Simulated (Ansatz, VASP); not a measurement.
**One calculation of Zr, two programs**

```
CELL_PARAMETERS angstrom
0.00000 3.66990 3.66990
3.66990 0.00000 3.66990
3.66990 3.66990 0.00000
ATOMIC_POSITIONS crystal
Zr 0.50000 0.50000 0.50000
Zr 0.75000 0.75000 0.75000
```

Alike in both runs: task single point; functional PBEsol; k mesh 4 × 4 × 4; occupations gaussian, width 0.1 eV; no spin polarisation.

|  | VASP | Ansatz |
| --- | --- | --- |
| version | VASP 6.6.1 | Ansatz 0.2.0 |
| potentials or method | VASP PAW PBE potentials, release 64 (Zr_sv), cutoff 500 eV | scalar-relativistic, plane waves, PAW |
| valence electrons in the cell | 24 | 24 |

```csv
,VASP,Ansatz,Ansatz less VASP
gap on the k mesh at the Fermi level (eV),none,none,-
pressure (GPa),-7.1,-7.1,-0.02
```

VASP's potentials were made for PBE, not for PBEsol. A gap of «none» marks a metal or a gap that the smearing closes. The functional is the same, so the differences come from potentials, cutoffs and numerics.

The k mesh is coarse, so the values compare programs but aren't converged.
